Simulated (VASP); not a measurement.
Runs of VASP 6.6.1 on ZnS. The structure is that of space group P4_2/mnm (No. 136), or close to it. The cells are those of the table. 

| task | cell | k mesh | cutoff (eV) | smearing | gap on the mesh (eV) | pressure (GPa) | largest force (eV/Å) |
| --- | --- | --- | --- | --- | --- | --- | --- |
| single point | a = 3.862, b = 6.630, c = 6.630 Å, 8 atoms | 4 × 2 × 2 | 520 | gaussian 0.1 eV | 2.17 | 0.1 | (a) |
| single point | a = 6.127, b = 6.127, c = 3.677 Å, 8 atoms | 4 × 4 × 6 | 520 | gaussian 0.1 eV | 2.97 | 21.7 | (b) |
| single point | a = 6.630, b = 6.630, c = 3.862 Å, 8 atoms | 4 × 4 × 8 | 520 | gaussian 0.02 eV | 2.17 | 0.1 | - |
| relaxation of cell and atoms | relaxed from a = 6.127, b = 6.127, c = 3.677 Å, 8 atoms | 4 × 4 × 6 | 600 | gaussian 0.1 eV | 2.15 | -0.1 | 0.03 |
| single point | a = 6.632, b = 6.632, c = 3.863 Å, 8 atoms | 4 × 4 × 6 | 520 | gaussian 0.1 eV | 2.17 | 0.1 | 0.02 |
| single point | a = 3.869, b = 6.633, c = 6.615 Å, angles 90.0, 90.0, 89.9°, 8 atoms | 4 × 2 × 2 | 520 | gaussian 0.1 eV | 2.16 | 0.1 | 0.02 |

Alike in all rows: level PBE; potentials or basis VASP PAW PBE potentials, release 64 (Zn, S); no spin polarisation.

Task: Estimate the missing entries.

Result: (a) 0.01; (b) 1.13.

Caveats: some runs use coarse meshes; forces of over 1 eV/Å act on the atoms, so gaps and moduli don't describe the material at rest (some runs).

A k mesh can miss the band edges.
